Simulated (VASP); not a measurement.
**Pb: density of states with PBEsol**

Crystal: Pb.

```xyz
1
Lattice="2.4010 0.0000 0.0000 0.0000 2.4010 0.0000 0.0000 0.0000 2.4010" Properties=species:S:1:pos:R:3 pbc="T T T"
Pb    0.0000    0.0000    0.0000
```

This cell differs from its parent crystal: volume scaled by 0.43.

| Quantity | Value |
| --- | --- |
| Program | VASP 6.6.1 |
| Task | density of states |
| Functional | PBEsol |
| Potentials or basis | VASP PAW PBE potentials, release 64 (Pb_d) |
| Cutoff | 520 eV |
| k mesh | 13 × 13 × 13 |
| Occupations | fermi-dirac, width 0.05 eV |
| Spin | no spin polarisation |
| Dipole correction | no |
| k mesh for the DOS | 20 × 20 × 20 |
| Occupations for the DOS | tetrahedron |
| Further INCAR settings | ALGO = Normal; EDIFF = 1e-06; NBANDS = 13 |

```yaml
Valence_electrons_inside_the_program's_atomic_spheres: Pb 13.40
```

Levels at points of the mesh, in eV from the Fermi level:
```csv
k point,band 3,band 4,band 5,band 6,band 7,band 8,band 9,band 10,band 11,band 12
"(0.00, 0.00, 0.00)",-21.81,-18.69,-18.69,-18.69,6.36,6.36,6.36,13.69,15.06,15.06
"(0.50, 0.00, 0.00)",-20.26,-20.26,-18.55,-11.87,-11.22,8.60,11.36,12.72,12.72,20.00
"(0.50, 0.50, 0.00)",-20.01,-20.01,-17.34,-6.50,-6.50,-3.86,2.60,13.39,13.39,16.58
"(0.50, 0.50, 0.50)",-22.36,-17.24,-17.24,-0.73,-0.73,-0.73,1.80,5.24,8.85,8.85
```

It took 20 s on 1 thread of AMD EPYC 9R45 96-Core Processor (Zen 5), with other jobs on the host, peak memory 0.13 GiB.

Caveat: spin-orbit coupling is left out, which moves the levels of the heavy elements.
